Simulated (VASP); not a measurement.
Set up this calculation in VASP 6.6.1, as the native input.

```yaml
Task: single point
Functional: PBE
Potentials_or_basis: VASP PAW PBE potentials, release 64 (Nb_sv, Mn_pv, Mg, O)
Cutoff: 600 eV
k_mesh: 9 × 9 × 9
Occupations: fermi-dirac, width 0.05 eV
Spin: collinear spin, ferromagnetic start
Starting_moments: "[0.0, 4.0, 0.0, 0.0, 0.0, 0.0, 0.0] μB"
Dipole_correction: no
Further_INCAR_settings: ALGO = Normal; EDIFF = 1e-06; NBANDS = 39
```

The structure of MgMnNbO4 lies in POSCAR:

```
MgMnNbO4
1.0
   -2.0571576739      2.0593275100      4.6806149699
    2.0571576739     -2.0593275100      4.6806149699
    2.0571576739      2.0593275100     -4.6806149699
Nb Mn Mg O
1 1 1 4
Direct
    0.0001230000      0.0001230000      0.0000000000
    0.7490940000      0.2490940000      0.5000000000
    0.2503950000      0.7503950000      0.5000000000
    0.7755000000      0.7755000000      0.0000000000
    0.0128660000      0.5128660000      0.5000000000
    0.2247700000      0.2247700000      0.0000000000
    0.4872520000      0.9872520000      0.5000000000
```

One way to write it, as run:

INCAR

```
ALGO = Normal ; EDIFF = 1E-6
ENCUT = 600 ; GGA = PE
GGA_COMPAT = False ; ISIF = 2
ISMEAR = -1 ; ISPIN = 2
KPAR = 4 ; LASPH = True
LCHARG = False ; LMAXMIX = 4
LORBIT = 11 ; LREAL = False
LWAVE = False ; MAGMOM = 0 4 0 0 0 0 0
NBANDS = 39 ; NELM = 200
PREC = Accurate ; SIGMA = 0.05
```

KPOINTS

```
k-points
0
Gamma
  9 9 9
```

Potentials or basis: VASP PAW PBE potentials, release 64 (Nb_sv, Mn_pv, Mg, O).

Launch:

```console
$ cat potpaw_PBE.64/Nb_sv/POTCAR potpaw_PBE.64/Mn_pv/POTCAR potpaw_PBE.64/Mg/POTCAR potpaw_PBE.64/O/POTCAR > POTCAR
$ mpirun -np 4 vasp_std > vasp.out
```

It gave:

The pressure is 0.6 GPa. The largest force is 0.442 eV/Å and the net moment is 3.78 μB per cell. The site moments are Nb -0.61; Mn +4.12; Mg +0.00; O +0.04, +0.07 (each value once) μB. The valence electrons inside the program's atomic spheres are Nb 10.42; Mn 11.46; Mg 0.38; O 5.08, 5.02 (each value once).

Caveat: a cell with one magnetic atom can't hold antiferromagnetic order, which such compounds often take.

Wall time 8 min on 4 MPI ranks on AMD EPYC 7R13 Processor (Zen 3) (shared host), peak memory 0.94 GiB a rank.
